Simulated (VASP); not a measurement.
# GaN (P2_1) in VASP: a series of runs

GaN is run at these levels: PBE; tasks: single point.

Program: VASP 6.6.1. These are calculated values, not measurements. Logs are shortened: lines on timing, memory, paths and dates and some standing lists are left out, and cuts for length are marked.

## (1) The cell of the first run

It takes space group P2_1 (No. 4, monoclinic). The conventional cell has a = 3.149 Å, b = 5.243 Å, c = 3.219 Å, α = 90.00°, β = 117.84°, γ = 90.00°. Within 2.6 Å of Ga (site symmetry 1) lie 4 N at 1.93 to 2.01 Å. N (site symmetry 1) has 4 Ga at 1.93 to 2.01 Å within 2.6 Å.

## (2) Single point, PBE (strain -0.0500 x Voigt [0, 0, 0, 0, 0, 1])

INCAR

```
SYSTEM = GaN
PREC = Accurate
ENCUT = 520
EDIFF = 1E-6
ISMEAR = 0
SIGMA = 0.05
LREAL = .False.
LASPH = .True.
NELM = 80
ALGO = Normal
ISIF = 2
LWAVE = .False.
LCHARG = .True.
GGA = PE
LELF = .True.
LVHAR = .True.
NBANDS = 26
```

KPOINTS

```
Automatic mesh
0
Gamma
  12 12 6
  0 0 0
```

POSCAR

```
GaN
1.0
    3.2184289164     -0.0804607229      0.0000000000
   -1.6788954883      2.8274715633      0.0000000000
    0.0000000000      0.0000000000      5.2430304702
Ga N
2 2
Direct
    0.3333333333      0.6666666667      0.9991316875
    0.6666666667      0.3333333333      0.4991316875
    0.3333333333      0.6666666667      0.3758683125
    0.6666666667      0.3333333333      0.8758683125
```

Potentials or basis: VASP PAW PBE potentials, release 64 (Ga_d, N).

On the command line:

```bash
> cat potpaw_PBE.64/Ga_d/POTCAR potpaw_PBE.64/N/POTCAR > POTCAR
> mpirun -np 1 vasp_std > vasp.out
```

OUTCAR:

```text
SYSTEM = GaN
   PREC = Accurate
   ENCUT = 520
   EDIFF = 1E-6
   ISMEAR = 0
   LREAL = .False.
   LASPH = .True.
   NELM = 80
   ISIF = 2
   GGA = PE

 ion  position               nearest neighbor table
   1  0.333  0.667  0.999-   4 1.93   4 1.97   3 1.98   4 2.01
   2  0.667  0.333  0.499-   3 1.93   3 1.97   4 1.98   3 2.01
   3  0.333  0.667  0.376-   2 1.93   2 1.97   1 1.98   2 2.01
   4  0.667  0.333  0.876-   1 1.93   1 1.97   2 1.98   1 2.01

  LATTYP: Found a simple monoclinic cell.
 ALAT       =     3.1490048799
 B/A-ratio  =     1.6649801033
 C/A-ratio  =     1.0223656810
 COS(beta)  =    -0.4669407592

  Lattice vectors:

 A1 = (   1.5395334281,   2.7470108404,   0.0000000000)
 A2 = (   0.0000000000,   0.0000000000,  -5.2430304702)
 A3 = (  -3.2184289164,   0.0804607229,   0.0000000000)

Analysis of symmetry for initial positions (statically):
=====================================================================
 Subroutine PRICEL returns:
 Original cell was already a primitive cell.

 Routine SETGRP: Setting up the symmetry group for a
 simple monoclinic supercell.

 Subroutine GETGRP returns: Found  2 space group operations
 (whereof  1 operations were pure point group operations)
 out of a pool of  4 trial point group operations.

The static configuration has the point symmetry C_1 .
 The point group associated with its full space group is C_2 .

Analysis of symmetry for dynamics (positions and initial velocities):
=====================================================================
 Subroutine PRICEL returns:
 Original cell was already a primitive cell.

 Routine SETGRP: Setting up the symmetry group for a
 simple monoclinic supercell.

 Subroutine GETGRP returns: Found  2 space group operations
 (whereof  1 operations were pure point group operations)
 out of a pool of  4 trial point group operations.

The dynamic configuration has the point symmetry C_1 .
 The point group associated with its full space group is C_2 .

 Subroutine INISYM returns: Found  2 space group operations
 (whereof  1 operations are pure point group operations),
 and found     1 'primitive' translations

----------------------------------------------------------------------------------------

                                     Primitive cell

  volume of cell :      47.0034

  direct lattice vectors                    reciprocal lattice vectors
     3.218428916 -0.080460723  0.000000000     0.315392448  0.187273663  0.000000000
    -1.678895488  2.827471563  0.000000000     0.008975052  0.359002081  0.000000000
     0.000000000  0.000000000  5.243030470     0.000000000  0.000000000  0.190729389

  length of vectors
     3.219434518  3.288356049  5.243030470     0.366802155  0.359114251  0.190729389

  position of ions in fractional coordinates (direct lattice)
     0.333333333  0.666666667  0.999131687
     0.666666667  0.333333333  0.499131687
     0.333333333  0.666666667  0.375868313
     0.666666667  0.333333333  0.875868313

  ion indices of the primitive-cell ions
   primitive index   ion index
                 1           1
                 2           2
                 3           3
                 4           4

----------------------------------------------------------------------------------------

 KPOINTS: Automatic mesh

Automatic generation of k-mesh.
 Grid dimensions read from file:
 generate k-points for:   12   12    6

 Generating k-lattice:

  Cartesian coordinates                     Fractional coordinates (reciprocal lattice)
     0.026282704  0.015606139  0.000000000     0.083333333 -0.000000000  0.000000000
     0.000747921  0.029916840  0.000000000     0.000000000  0.083333333  0.000000000
     0.000000000  0.000000000  0.031788232     0.000000000  0.000000000  0.166666667

  Length of vectors
     0.030566846  0.029926188  0.031788232

  Shift w.r.t. Gamma in fractional coordinates (k-lattice)
     0.000000000  0.000000000  0.000000000

 Subroutine IBZKPT returns following result:
 ===========================================

 Found    296 irreducible k-points:

 Following reciprocal coordinates:
            Coordinates               Weight
  0.000000  0.000000  0.000000      1.000000
  0.083333 -0.000000  0.000000      2.000000
  0.166667 -0.000000  0.000000      2.000000
  0.250000 -0.000000  0.000000      2.000000
  0.333333  0.000000  0.000000      2.000000
  0.416667  0.000000  0.000000      2.000000
[... 16 lines left out ...]
  0.250000  0.166667  0.000000      2.000000
  0.333333  0.166667  0.000000      2.000000
 [... further k-points ...]
   k-points           NKPTS =    296   k-points in BZ     NKDIM =    296   number of bands    NBANDS=     26
   number of dos      NEDOS =    301   number of ions     NIONS =      4
   total plane-waves  NPLWV =  23040
   dimension x,y,z NGX =    24 NGY =   24 NGZ =   40
   dimension x,y,z NGXF=    48 NGYF=   48 NGZF=   80
   ions per type =               2   2
   NGX,Y,Z   is equivalent  to a cutoff of  12.39, 12.13, 12.68 a.u.
   NGXF,Y,Z  is equivalent  to a cutoff of  24.79, 24.27, 25.37 a.u.
 SYSTEM =  GaN
   PREC   = accura    normal or accurate (medium, high low for compatibility)
   ISTART =      0    job   : 0-new  1-cont  2-samecut
   ICHARG =      2    charge: 1-file 2-atom 10-const
   ISPIN  =      1    spin polarized calculation?
   LNONCOLLINEAR =      F non collinear calculations
   LSORBIT =      F    spin-orbit coupling
   LASPH  =      T    aspherical Exc in radial PAW
   ENCUT  =  520.0 eV  38.22 Ry    6.18 a.u.   5.99  6.11  9.75*2*pi/ulx,y,z
   NELM   =     80;   NELMIN=  2; NELMDL= -5     # of ELM steps
   EDIFF  = 0.1E-05   stopping-criterion for ELM
   LREAL  =      F    real-space projection
   EDIFFG = 0.1E-04   stopping-criterion for IOM
   NSW    =      0    number of steps for IOM
   IBRION =     -1    ionic relax: 0-MD 1-quasi-New 2-CG
   NFREE  =      0    steps in history (QN), initial steepest desc. (CG)
   ISIF   =      2    stress and relaxation
   ISYM   =      2    0-nonsym 1-usesym 2-fastsym
   POTIM  = 0.5000    time-step for ionic-motion
   TEBEG  =    0.0;   TEEND  =   0.0 temperature during run
   PSTRESS=    0.0 pullay stress
   NELECT =      36.0000    total number of electrons
   NUPDOWN=      -1.0000    fix difference up-down
   EMIN   =  10.00;   EMAX   =-10.00  energy-range for DOS
   EFERMI =   0.00;   METHOD = LEGACY
   ISMEAR =     0;   SIGMA  =   0.05  broadening in eV -4-tet -1-fermi 0-gaus
   EFERMI_NEDOS =   21; number of points for ismear=-14 and -15
   IALGO  =     38    algorithm
   IMIX   =      4    mixing-type and parameters
     AMIX     =   0.40;   BMIX     =  1.00
     AMIX_MAG =   1.60;   BMIX_MAG =  1.00
  volume/ion in A,a.u.               =      11.75        79.30
  Fermi-wavevector in a.u.,A,eV,Ry     =   1.497842  2.830510 30.525071  2.243529
  Thomas-Fermi vector in A             =   2.609677
   LORBIT       =      0    0 simple, 1 ext, 2 COOP (PROOUT), +10 PAW based schemes
   GGA     = PE    functional components
   LHFCALC =     F    Hartree Fock is set to
   AEXX    =    0.0000 exact exchange contribution
   IVDW    =     0    specifies the selected vdW correction
   LEPSILON=     F    determine dielectric tensor
   LRPA    =     F    only Hartree local field effects (RPA)
 non-spin polarized calculation
 Gauss-broadening in eV      SIGMA  =   0.05
  energy-cutoff  :      520.00
  volume of cell :       47.00
 maximum number of plane-waves:      1282
   NGX = 11   NGY = 13   NGZ = 19

 number of electron      35.9999990 magnetization

 Free energy of the ion-electron system (eV)
  ---------------------------------------------------
  ext. energy  EPLUGINS =         0.00000000
  ---------------------------------------------------
  free energy    TOTEN  =       -24.27571160 eV

  energy without entropy =      -24.27571160  energy(sigma->0) =      -24.27571160

 E-fermi :   5.3460     XC(G=0): -11.5189

 val. band max:        5.1161831091   @ k =   0.0000   0.0000   0.0000
 cond. band min:       6.7111934853   @ k =   0.0000   0.0000   0.0000
 fundamental gap:      1.5950103762
 Fermi energy:         5.3460129226

 k-point     1 :       0.0000    0.0000    0.0000
  band No.  band energies     occupation
      1     -10.7318      2.00000
      2      -9.9092      2.00000
      3      -8.4158      2.00000
      4      -8.4053      2.00000
      5      -8.3865      2.00000
      6      -8.3488      2.00000
[... 18 lines left out ...]
     25      16.1941      0.00000
     26      16.9645      0.00000

 k-point     2 :       0.0833   -0.0000    0.0000
  band No.  band energies     occupation
      1     -10.6636      2.00000
      2      -9.8922      2.00000
      3      -8.4071      2.00000
      4      -8.3937      2.00000
      5      -8.3645      2.00000
      6      -8.3352      2.00000
[... 18 lines left out ...]
     25      16.3533      0.00000
     26      16.5939      0.00000

 k-point     3 :       0.1667   -0.0000    0.0000
  band No.  band energies     occupation
      1     -10.4803      2.00000
      2      -9.8513      2.00000
      3      -8.3763      2.00000
      4      -8.3668      2.00000
      5      -8.3154      2.00000
      6      -8.2978      2.00000
[... 18 lines left out ...]
     25      16.4384      0.00000
     26      16.7235      0.00000

 k-point     4 :       0.2500   -0.0000    0.0000
  band No.  band energies     occupation
      1     -10.2458      2.00000
      2      -9.8080      2.00000
      3      -8.3433      2.00000
      4      -8.3409      2.00000
      5      -8.2904      2.00000
      6      -8.2443      2.00000
[... 18 lines left out ...]
     25      16.4639      0.00000
     26      17.1983      0.00000
[... 496 lines left out ...]
      1     -10.1418      2.00000
      2      -9.7919      2.00000
      3      -8.3500      2.00000
      4      -8.3221      2.00000
      5      -8.2697      2.00000
      6      -8.2395      2.00000
[... 18 lines left out ...]
     25      15.8160      0.00000
     26      18.2073      0.00000

 k-point    23 :       0.2500    0.1667    0.0000
  band No.  band energies     occupation
      1      -9.9818      2.00000
      2      -9.7716      2.00000
      3      -8.3594      2.00000
      4      -8.2922      2.00000
      5      -8.2482      2.00000
      6      -8.2152      2.00000
[... 18 lines left out ...]
     25      15.5321      0.00000
     26      18.5482      0.00000

 k-point    24 :       0.3333    0.1667    0.0000
  band No.  band energies     occupation
      1      -9.8873      2.00000
      2      -9.7644      2.00000
      3      -8.3702      2.00000
      4      -8.2876      2.00000
      5      -8.2186      2.00000
      6      -8.2073      2.00000
[... 18 lines left out ...]
     25      16.3212      0.00000
     26      18.2763      0.00000

 [... further k-points ...]
[... 5 lines left out ...]
  --------------------------------------------------------------------------------------
  -------------------------------------------------------------------------------------
  Total        0.2013628      0.2032929      0.0755851      2.0858377      0.0000000      0.0000000
  in kB        6.8637345      6.9295265      2.5764261     71.0987170      0.0000000      0.0000000
  external PRESSURE =       5.4565624 kB  Pullay stress =       0.0000000 kB

 VOLUME and BASIS-vectors are now :
 -----------------------------------------------------------------------------
  energy-cutoff  :      520.00
  volume of cell :       47.00
      direct lattice vectors                 reciprocal lattice vectors
     3.218428916 -0.080460723  0.000000000     0.315392448  0.187273663  0.000000000
    -1.678895488  2.827471563  0.000000000     0.008975052  0.359002081  0.000000000
     0.000000000  0.000000000  5.243030470     0.000000000  0.000000000  0.190729389

 POSITION                                       TOTAL-FORCE (eV/Angst)
 -----------------------------------------------------------------------------------
     -0.04645      1.85816      5.23848         0.343748      0.035766      0.031409
      1.58599      0.88885      2.61696        -0.343748     -0.035766      0.031409
     -0.04645      1.85816      1.97069         0.415075      0.035809     -0.031409
      1.58599      0.88885      4.59220        -0.415075     -0.035809     -0.031409
 -----------------------------------------------------------------------------------
    total drift:                               -0.000000     -0.000000     -0.000703

  FREE ENERGIE OF THE ION-ELECTRON SYSTEM (eV)
  ---------------------------------------------------
  free  energy   TOTEN  =       -24.2757115957 eV

  energy  without entropy=      -24.2757115957  energy(sigma->0) =      -24.27571160
```

Wall time 2.7 min (1 thread of AMD EPYC 9R45 (Zen 5), shared host); peak memory 0.36 GiB.

Results:

```yaml
Free_energy: -24.2757 eV
Pressure: 0.5 GPa
Largest_force: 0.418 eV/Å
Band_gap_on_the_k_mesh: 1.59 eV, direct
```

Forces in eV/Å, atoms in the order of the input:
```
Ga   0.344  0.036  0.031
Ga  -0.344 -0.036  0.031
N    0.415  0.036 -0.031
N   -0.415 -0.036 -0.031
```

Stress tensor (GPa, compression positive):
```
0.69 7.11 0.00
7.11 0.69 0.00
0.00 0.00 0.26
```

Levels at points of the mesh, in eV from the valence-band top:
```csv
k point,band 14,band 15,band 16,band 17,band 18,band 19,band 20,band 21,band 22,band 23
"(0.00, 0.00, 0.00)",-1.20,-0.99,-0.20,-0.14,0.00,1.59,3.92,8.88,9.34,10.08
"(0.50, 0.00, 0.00)",-5.29,-4.02,-3.01,-2.23,-1.26,4.40,4.97,6.01,8.43,9.69
"(0.00, 0.50, 0.00)",-5.29,-4.17,-2.75,-2.19,-1.06,4.89,5.27,5.88,8.20,10.02
"(0.50, 0.50, 0.00)",-5.28,-4.31,-2.46,-2.19,-0.85,5.40,5.54,5.77,8.03,10.04
"(0.00, 0.00, 0.50)",-3.90,-0.71,-0.71,-0.51,-0.51,3.92,3.92,8.18,8.18,9.82
"(0.50, 0.00, 0.50)",-6.47,-2.21,-2.21,-1.88,-1.88,4.02,4.02,7.40,7.40,9.74
"(0.00, 0.50, 0.50)",-6.54,-2.02,-2.02,-1.88,-1.88,4.21,4.21,7.47,7.47,9.66
"(0.50, 0.50, 0.50)",-6.60,-1.99,-1.99,-1.71,-1.71,4.35,4.35,7.62,7.62,9.65
```

Caveat: the cell differs from its parent crystal (strain -0.0500 x Voigt [0, 0, 0, 0, 0, 1]).

## (3) Single point, PBE (strain +0.0375 x Voigt [0, 0, 0, 0, 0, 1])

INCAR

```
PREC = Accurate
ENCUT = 520
EDIFF = 1E-6
ISMEAR = 0
SIGMA = 0.05
LREAL = False
LASPH = True
NELM = 60
ALGO = Normal
ISIF = 2
LWAVE = False
LCHARG = False
GGA = PE
NBANDS = 26
```

KPOINTS

```
Automatic mesh
0
Gamma
  12 12 6
```

Changes to POSCAR since step 2:

```diff
@@ -2,4 +2,4 @@
 1.0
-    3.2184289164     -0.0804607229      0.0000000000
-   -1.6788954883      2.8274715633      0.0000000000
+    3.2184289164      0.0603455422      0.0000000000
+   -1.5569536857      2.7570684308      0.0000000000
     0.0000000000      0.0000000000      5.2430304702
```

Potentials or basis: VASP PAW PBE potentials, release 64 (Ga_d, N).

On the command line:

```bash
> cat potpaw_PBE.64/Ga_d/POTCAR potpaw_PBE.64/N/POTCAR > POTCAR
> mpirun -np 1 vasp_std > vasp.out
```

Wall time 2.6 min (1 thread of AMD EPYC 9R45 (Zen 5), shared host); peak memory 0.36 GiB.

Results (log left out):

* Free energy: -24.2986 eV
* Pressure: 0.4 GPa
* Largest force: 0.311 eV/Å
* Band gap on the k mesh: 1.63 eV, direct

Forces on the atoms (eV/Å):
```
Ga  -0.256  0.020  0.018
Ga   0.256 -0.020  0.018
N   -0.310  0.020 -0.018
N    0.310 -0.020 -0.018
```

Stress tensor (GPa, compression positive):
```
 0.43 -5.33  0.00
-5.33  0.44  0.00
 0.00  0.00  0.21
```

Levels at points of the mesh, in eV from the valence-band top:
```tsv
k point	band 14	band 15	band 16	band 17	band 18	band 19	band 20	band 21	band 22	band 23
(0.00, 0.00, 0.00)	-1.15	-0.99	-0.15	-0.11	0.00	1.63	3.96	8.92	9.42	9.98
(0.50, 0.00, 0.00)	-5.26	-4.25	-2.51	-2.18	-0.88	5.29	5.51	5.82	8.11	10.07
(0.00, 0.50, 0.00)	-5.26	-4.14	-2.72	-2.17	-1.03	4.91	5.30	5.90	8.24	10.06
(0.50, 0.50, 0.00)	-5.27	-4.03	-2.92	-2.20	-1.19	4.55	5.07	6.00	8.41	9.82
(0.00, 0.00, 0.50)	-3.87	-0.66	-0.66	-0.51	-0.51	3.96	3.96	8.22	8.22	9.91
(0.50, 0.00, 0.50)	-6.56	-1.95	-1.95	-1.75	-1.75	4.35	4.35	7.60	7.60	9.68
(0.00, 0.50, 0.50)	-6.51	-1.98	-1.98	-1.87	-1.87	4.24	4.24	7.50	7.50	9.70
(0.50, 0.50, 0.50)	-6.47	-2.13	-2.13	-1.87	-1.87	4.10	4.10	7.43	7.43	9.75
```

Caveat: the cell differs from its parent crystal (strain +0.0375 x Voigt [0, 0, 0, 0, 0, 1]).

(Part 1 of 2 ends here.)
